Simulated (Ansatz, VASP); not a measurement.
## One calculation of Co, two programs

Contents of INCAR:

```
SYSTEM = Co
ALGO = Normal ; EDIFF = 1E-6
ENCUT = 520 ; GGA = PE
ISIF = 2 ; ISMEAR = -1
ISPIN = 2 ; LASPH = .True.
LCHARG = .False. ; LMAXMIX = 4
LORBIT = 11 ; LREAL = .False.
LWAVE = .False. ; MAGMOM = 2 -2
NBANDS = 20 ; NELM = 150
PREC = Accurate ; SIGMA = 0.05
```

KPOINTS

```
k-points
0
Gamma
  19 19 10
  0 0 0
```

The input POSCAR:

```
Co
1.0
    2.5190008694      0.0000000000      0.0000000000
   -1.2595004347      2.1815187451      0.0000000000
    0.0000000000      0.0000000000      4.0910000000
Co
2
Direct
    0.3333333333      0.6666666667      0.2500000000
    0.6666666667      0.3333333333      0.7500000000
```

Input for Ansatz:

```yaml
crystal:
  lattice:
    - [2.5190008694, 0.0, 0.0]
    - [-1.2595004347, 2.1815187451, 0.0]
    - [0.0, 0.0, 4.091]
  atoms:
    - { symbol: Co, position: [0.3333333333, 0.6666666667, 0.25], spin: 2.0 }
    - { symbol: Co, position: [0.6666666667, 0.3333333333, 0.75], spin: -2.0 }
magnetization:
  spin_polarized: true
kpoints:
  mp_grid: { grid: [19, 19, 10] }
scf:
  occupations: { method: fermi_dirac, width: 0.05 }
hamiltonian:
  xc: pbe
  pseudopotentials: { kind: all_electron, lapw: { basis_error: 0.0005 } }
output:
  forces: true
  stress: true
  eigenvalues: true
  populations: true
```

Alike in both runs: task single point; functional PBE; k mesh 19 × 19 × 10; occupations fermi-dirac, width 0.05 eV; collinear spin.

|  | VASP | Ansatz |
| --- | --- | --- |
| version | VASP 6.6.1 | Ansatz 0.2.0 |
| potentials or method | VASP PAW PBE potentials, release 64 (Co), cutoff 520 eV | all-electron LAPW, scalar-relativistic |

```tsv
	VASP	Ansatz	Ansatz less VASP
pressure (GPa)	-11.8	-6.7	+5.07
traceless stress, the component that is largest in VASP (GPa)	1.51	-0.81	-2.321
net moment per atom (μB)	0.00	1.65	+1.646
size of the moment on the site where the two differ most (μB)	1.11	1.70	+0.594
```

The net moments are unlike, so the other rows may belong to different states. Site moments also hang on the region over which each program counts them. Ansatz ran all-electron here, and VASP with PAW potentials. Ansatz's warnings: look outside group, seeded moment not kept, stability check not made.
